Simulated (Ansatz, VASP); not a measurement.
Ge: VASP beside Ansatz

```xyz
8
Lattice="4.9289 2.8457 2.0290 -4.9289 2.8457 2.0290 0.0000 -5.6914 2.0290" Properties=species:S:1:pos:R:3 pbc="T T T"
Ge    0.0000    0.0000    4.3585
Ge    0.0000    0.0000    1.7285
Ge   -3.4326   -0.8830    2.6105
Ge    2.4810   -2.5312    2.6105
Ge    0.9516    3.4142    2.6105
Ge    3.4326    0.8830    3.4765
Ge   -2.4810    2.5312    3.4765
Ge   -0.9516   -3.4142    3.4765
```

Alike in both runs: task single point; functional LDA; k mesh 9 × 9 × 9; occupations gaussian, width 0.15 eV; no spin polarisation.

|  | VASP | Ansatz |
| --- | --- | --- |
| version | VASP 6.6.1 | Ansatz 0.2.0 |
| potentials or method | VASP PAW LDA potentials, release 64 (Ge_d), cutoff 520 eV | scalar-relativistic, plane waves, PAW |
| valence electrons in the cell | 112 | 112 |

VASP gave:

- gap on the k mesh at the Fermi level (eV): none
- pressure (GPa): -4.3
- traceless stress, the component that is largest in VASP (GPa): -2.86
- rms of the force components (eV/Å): 0.155

Question: What did Ansatz give for the same quantities?

Answer: gap on the k mesh at the Fermi level (eV): none; pressure (GPa): -4.2; traceless stress, the component that is largest in VASP (GPa): -2.83; rms of the force components (eV/Å): 0.157.

Ansatz warns that its potentials were made for another functional, while VASP's fit it. LDA's correlation is that of Perdew and Zunger in VASP and of Perdew and Wang (1992) in Ansatz. Atom by atom the forces differ by 0.004 eV/Å (rms over components). A gap of «none» marks a metal or a gap that the smearing closes.
